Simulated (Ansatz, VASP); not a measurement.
HfH2 in VASP and in Ansatz

```
Hf H
1.0
    -1.73900    1.73900    2.18050
     1.73900   -1.73900    2.18050
     1.73900    1.73900   -2.18050
Hf H
1 2
Direct
  0.00000 0.00000 0.00000
  0.73853 0.23853 0.50000
  0.23853 0.73853 0.50000
```

Change from the starting cell: all H atoms moved -0.050 Å, as atom 2 along Cartesian [0 0 1].

Alike in both runs: task single point; functional PBEsol; k mesh 20 × 20 × 20; occupations gaussian, width 0.15 eV; no spin polarisation.

|  | VASP | Ansatz |
| --- | --- | --- |
| version | VASP 6.6.1 | Ansatz 0.2.0 |
| potentials or method | VASP PAW PBE potentials, release 64 (Hf_pv, H), cutoff 520 eV | scalar-relativistic, plane waves, PAW |
| valence electrons in the cell | 12 | 28 |

```tsv
	VASP	Ansatz	Ansatz less VASP
gap on the k mesh at the Fermi level (eV)	none	none	-
pressure (GPa)	-5.6	-4.9	+0.62
traceless stress, the component that is largest in VASP (GPa)	-0.77	-0.80	-0.034
rms of the force components (eV/Å)	0.186	0.185	-0.0010
```

VASP's potentials were made for PBE, not for PBEsol. Atom by atom the forces differ by 0.001 eV/Å (rms over components). A gap of «none» marks a metal or a gap that the smearing closes. VASP's potentials hold 12 valence electrons a cell and Ansatz's 28, so a difference there can come from the potentials and not from the codes.

Neither program's run includes spin-orbit coupling.
